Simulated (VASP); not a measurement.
# KTaO3 (Pm-3m) in VASP: notebook, part 2 of 2

VASP 6.6.1. The steps go on from the part before.

### Step 3. Relaxation of cell and atoms, r2SCAN

Contents of POSCAR:

```
KTaO3
1.0
    3.9883000000      0.0000000000      0.0000000000
    0.0000000000      3.9883000000      0.0000000000
    0.0000000000      0.0000000000      3.9883000000
K Ta O
1 1 3
Direct
    0.5000000000      0.5000000000      0.5000000000
    0.0000000000      0.0000000000      0.0000000000
    0.5000000000      0.0000000000      0.0000000000
    0.0000000000      0.5000000000      0.0000000000
    0.0000000000      0.0000000000      0.5000000000
```

Contents of INCAR.step1:

```
ALGO = Normal
EDIFF = 1E-4
ENCUT = 600
GGA = PE
ISMEAR = 0
LASPH = T
LCHARG = F
LREAL = F
LWAVE = T
NELM = 100
PREC = Accurate
SIGMA = 0.02
```

Contents of INCAR.step2:

```
ALGO = Normal
EDIFF = 1E-7
EDIFFG = -0.005
ENCUT = 600
IBRION = 2
ISIF = 3
ISMEAR = 0
ISTART = 1
LASPH = T
LCHARG = F
LMIXTAU = T
LREAL = F
LWAVE = F
METAGGA = R2SCAN
NELM = 100
NSW = 100
PREC = Accurate
SIGMA = 0.02
```

Contents of KPOINTS:

```
k-points
0
Gamma
  6 6 6
```

Potentials or basis: VASP PAW PBE potentials, release 64 (K_sv, Ta_pv, O).

Started as:

```bash
> cat potpaw_PBE.64/K_sv/POTCAR potpaw_PBE.64/Ta_pv/POTCAR potpaw_PBE.64/O/POTCAR > POTCAR
> cp INCAR.step1 INCAR
> mpirun -np 1 vasp_std > vasp.out
> cp INCAR.step2 INCAR
> mpirun -np 1 vasp_std > vasp.out
```

Wall time 3.9 min (1 thread of AMD EPYC 7R13 (Zen 3), shared host); peak memory 0.19 GiB.

The run converged. Its results:

| Item | Value |
| --- | --- |
| Free energy | -87.1741 eV |
| Relaxed volume | 12.75 Å³/atom |
| Relaxed cell | a = 3.995 Å, b = 3.995 Å, c = 3.995 Å, α = 90.00°, β = 90.00°, γ = 90.00° |
| Space group after relaxing (to 0.05 Å) | Pm-3m (No. 221) |
| Energy gained by relaxing | 0.2 meV/atom |
| Ionic steps | 3 |
| Pressure after relaxing | 0.0 GPa |
| Band gap on the k mesh | 2.59 eV, indirect (least direct gap 3.24 eV) |

The path:
```tsv
step	energy change (eV)	largest force (eV/Å)	pressure (GPa)	volume (Å³)
1	0.0000	0.0000	1.04	63.44
2	0.0010	0.0000	-1.44	64.20
3	-0.0010	0.0000	0.01	63.75
```

Final structure:
```
K Ta O
1.0
     3.99476    0.00000    0.00000
     0.00000    3.99476    0.00000
     0.00000    0.00000    3.99476
K Ta O
1 1 3
Direct
  0.50000 0.50000 0.50000
  0.00000 0.00000 0.00000
  0.50000 0.00000 0.00000
  0.00000 0.50000 0.00000
  0.00000 0.00000 0.50000
```

Levels at points of the mesh, in eV from the valence-band top:
```
           k point  band 16  band 17  band 18  band 19  band 20  band 21  band 22  band 23
(0.00, 0.00, 0.00)    -1.09    -0.65    -0.65    -0.65     2.59     2.59     2.59     7.01
(0.50, 0.00, 0.00)    -2.14    -1.53    -0.89    -0.89     2.74     5.40     5.40     7.04
(0.50, 0.50, 0.00)    -1.75    -1.46    -1.46    -0.04     5.44     5.44     6.74     8.05
(0.50, 0.50, 0.50)    -3.95     0.00     0.00     0.00     6.87     6.87     6.87     9.65
```

Caveat: the PAW data sets were made with another functional, which shifts forces and pressure a little; spin-orbit coupling is left out, which moves the levels of the heavy elements. A k mesh can miss the band edges.

### Step 4. Single point, r2SCAN

Edit POSCAR of step 3 so:

```diff
@@ -2,5 +2,5 @@
 1.0
-    3.9883000000      0.0000000000      0.0000000000
-    0.0000000000      3.9883000000      0.0000000000
-    0.0000000000      0.0000000000      3.9883000000
+    3.9901837646      0.0000000000      0.0000000000
+    0.0000000000      3.9901837646      0.0000000000
+    0.0000000000      0.0000000000      3.9901837646
 K Ta O
```

Contents of INCAR.step1:

```
SYSTEM = KTaO3
PREC = Accurate
ENCUT = 520
ISMEAR = 0
SIGMA = 0.02
LREAL = .FALSE.
LASPH = .TRUE.
NELM = 100
NBANDS = 27
GGA = PE
ALGO = Normal
EDIFF = 1E-4
LWAVE = .TRUE.
LCHARG = .FALSE.
```

Contents of INCAR.step2:

```
SYSTEM = KTaO3
PREC = Accurate
ENCUT = 520
EDIFF = 1E-6
ISMEAR = 0
SIGMA = 0.02
LREAL = .FALSE.
LASPH = .TRUE.
NELM = 100
ALGO = Normal
ISIF = 2
LWAVE = .FALSE.
LCHARG = .FALSE.
METAGGA = R2SCAN
LMIXTAU = .TRUE.
NBANDS = 27
ISTART = 1
```

Contents of KPOINTS:

```
regular mesh
0
G
  6 6 6
  0 0 0
```

Started as:

```bash
> cat potpaw_PBE.64/K_sv/POTCAR potpaw_PBE.64/Ta_pv/POTCAR potpaw_PBE.64/O/POTCAR > POTCAR
> cp INCAR.step1 INCAR
> mpirun -np 1 vasp_std > vasp.out
> cp INCAR.step2 INCAR
> mpirun -np 1 vasp_std > vasp.out
```

Run time: 90 s. Hardware: 1 thread of AMD EPYC 7R13 (Zen 3), shared host; peak memory 0.16 GiB.

It converged, with:

```yaml
Free_energy: -87.1625 eV
Pressure: 0.9 GPa
Band_gap_on_the_k_mesh: 2.59 eV, indirect (least direct gap 3.25 eV)
```

Levels at points of the mesh, in eV from the valence-band top:
```csv
k point,band 16,band 17,band 18,band 19,band 20,band 21,band 22,band 23
"(0.00, 0.00, 0.00)",-1.09,-0.65,-0.65,-0.65,2.59,2.59,2.59,7.05
"(0.50, 0.00, 0.00)",-2.15,-1.54,-0.89,-0.89,2.75,5.42,5.42,7.08
"(0.50, 0.50, 0.00)",-1.74,-1.46,-1.46,-0.04,5.46,5.46,6.77,8.09
"(0.50, 0.50, 0.50)",-3.96,0.00,0.00,0.00,6.91,6.91,6.91,9.66
```

Caveat: the PAW data sets were made with another functional, which shifts forces and pressure a little; spin-orbit coupling is left out, which moves the levels of the heavy elements.

### Step 5. Single point, r2SCAN

Edit POSCAR of step 4 so:

```diff
@@ -2,5 +2,5 @@
 1.0
-    3.9901837646      0.0000000000      0.0000000000
-    0.0000000000      3.9901837646      0.0000000000
-    0.0000000000      0.0000000000      3.9901837646
+    3.9883000000      0.0000000000      0.0000000000
+    0.0000000000      3.9883000000      0.0000000000
+    0.0000000000      0.0000000000      3.9883000000
 K Ta O
```

Contents of INCAR.step1:

```
ALGO = Normal ; EDIFF = 1E-4
ENCUT = 520 ; GGA = PE
ISMEAR = 0 ; LASPH = True
LCHARG = False ; LREAL = False
LWAVE = True ; NBANDS = 27
NELM = 80 ; PREC = Accurate
SIGMA = 0.1
```

Contents of INCAR.step2:

```
ALGO = Normal ; EDIFF = 1E-6
ENCUT = 520 ; ISIF = 2
ISMEAR = 0 ; ISTART = 1
LASPH = True ; LCHARG = False
LMIXTAU = True ; LREAL = False
LWAVE = False ; METAGGA = R2SCAN
NBANDS = 27 ; NELM = 80
PREC = Accurate ; SIGMA = 0.1
```

Contents of KPOINTS:

```
k-points
0
Gamma
  4 4 4
```

Started as:

```bash
> cat potpaw_PBE.64/K_sv/POTCAR potpaw_PBE.64/Ta_pv/POTCAR potpaw_PBE.64/O/POTCAR > POTCAR
> cp INCAR.step1 INCAR
> mpirun -np 1 vasp_std > vasp.out
> cp INCAR.step2 INCAR
> mpirun -np 1 vasp_std > vasp.out
```

Run time: 99 s. Hardware: 1 thread of Intel Xeon Platinum 8488C (Sapphire Rapids), shared host; peak memory 0.18 GiB.

It converged, with:

```yaml
Free_energy: -87.1388 eV
Pressure: 1.3 GPa
Band_gap_on_the_k_mesh: 2.58 eV, indirect (least direct gap 3.24 eV)
```

Levels at points of the mesh, in eV from the valence-band top:
```csv
k point,band 15,band 16,band 17,band 18,band 19,band 20,band 21,band 22,band 23,band 24
"(0.00, 0.00, 0.00)",-1.10,-1.10,-0.65,-0.65,-0.65,2.58,2.58,2.58,7.06,7.06
"(0.50, 0.00, 0.00)",-2.40,-2.15,-1.55,-0.89,-0.89,2.73,5.42,5.42,7.08,9.10
"(0.50, 0.50, 0.00)",-2.83,-1.74,-1.47,-1.47,-0.04,5.46,5.46,6.77,8.10,10.81
"(0.50, 0.50, 0.50)",-3.97,-3.97,0.00,0.00,0.00,6.90,6.90,6.90,9.66,9.66
```

Caveat: the PAW data sets were made with another functional, which shifts forces and pressure a little; spin-orbit coupling is left out, which moves the levels of the heavy elements.

### Step 6. The runs side by side

| task | cell | k mesh | cutoff (eV) | smearing | gap on the mesh (eV) | pressure (GPa) |
| --- | --- | --- | --- | --- | --- | --- |
| single point | a = 3.990 Å, 5 atoms | 6 × 6 × 6 | 520 | gaussian 0.02 eV | 2.59 | 0.9 |
| relaxation of cell and atoms | relaxed from a = 3.988 Å, 5 atoms | 6 × 6 × 6 | 600 | gaussian 0.02 eV | 2.59 | 0.0 |
| single point | a = 3.988 Å, 5 atoms | 4 × 4 × 4 | 520 | gaussian 0.1 eV | 2.58 | 1.3 |

Alike in all rows: level r2SCAN; potentials or basis VASP PAW PBE potentials, release 64 (K_sv, Ta_pv, O); no spin polarisation.

Caveats: the PAW data sets were made with another functional, which shifts forces and pressure a little; spin-orbit coupling is left out, which moves the levels of the heavy elements.

Total energies depend on the potentials used, so only differences within one code and one set of settings carry meaning.
